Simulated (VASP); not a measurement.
## KTa6: single point with PBEsol

KTa6, a slab with vacuum:

```xyz
7
Lattice="4.6393 0.0000 0.0000 -2.3196 4.0177 0.0000 0.0000 0.0000 19.9439" Properties=species:S:1:pos:R:3 pbc="T T T"
Ta    2.3196    1.3392    4.0000
Ta    0.0000    2.6785    4.9470
Ta    0.0000    0.0000    5.8940
Ta    2.3196    1.3392    6.7813
Ta    0.0000    2.6785    7.6080
Ta    0.0000    0.0000    8.4439
K    -0.5155    2.6785   11.1875
```

```json
{
 "Program": "VASP 6.6.1",
 "Task": "single point",
 "Functional": "PBEsol",
 "Potentials or basis": "VASP PAW PBE potentials, release 64 (Ta_pv, K_sv)",
 "Cutoff": "520 eV",
 "k mesh": "6 × 6 × 1",
 "Occupations": "gaussian, width 0.1 eV",
 "Spin": "no spin polarisation",
 "Dipole correction": "yes",
 "Further INCAR settings": "ALGO = Normal; EDIFF = 1e-06; NBANDS = 46"
}
```

```json
{"Largest force": "1.853 eV/Å", "Band gap on the k mesh": "zero (an odd number of electrons rules out a gap without spin polarisation)"}
```

Forces in eV/Å, atoms in the order of the input:
```
Ta   0.011 -0.003  1.785
Ta  -0.005  0.000  0.002
Ta  -0.017  0.004 -1.853
Ta   0.031 -0.002  0.065
Ta   0.023 -0.004  0.018
Ta  -0.135  0.067 -0.019
K    0.091 -0.061  0.001
```

Levels at points of the mesh, in eV from the Fermi level:
```
           k point  band 34  band 35  band 36  band 37  band 38  band 39  band 40  band 41
(0.00, 0.00, 0.00)    -1.08    -0.98    -0.97    -0.41    -0.41     0.14     0.21     0.22
(0.50, 0.00, 0.00)    -1.14    -0.96    -0.70    -0.30    -0.05     0.08     0.83     1.03
(0.00, 0.50, 0.00)    -1.13    -0.96    -0.69    -0.30    -0.04     0.09     0.83     1.03
(0.50, 0.50, 0.00)    -1.12    -0.96    -0.68    -0.30    -0.03     0.09     0.83     1.04
```

It took 7.5 min on 1 thread of Intel(R) Xeon(R) 6975P-C (Granite Rapids) (shared host), peak memory 0.59 GiB.

Caveat: the PAW data sets were made with another functional, which shifts forces and pressure a little; spin-orbit coupling is left out, which moves the levels of the heavy elements.
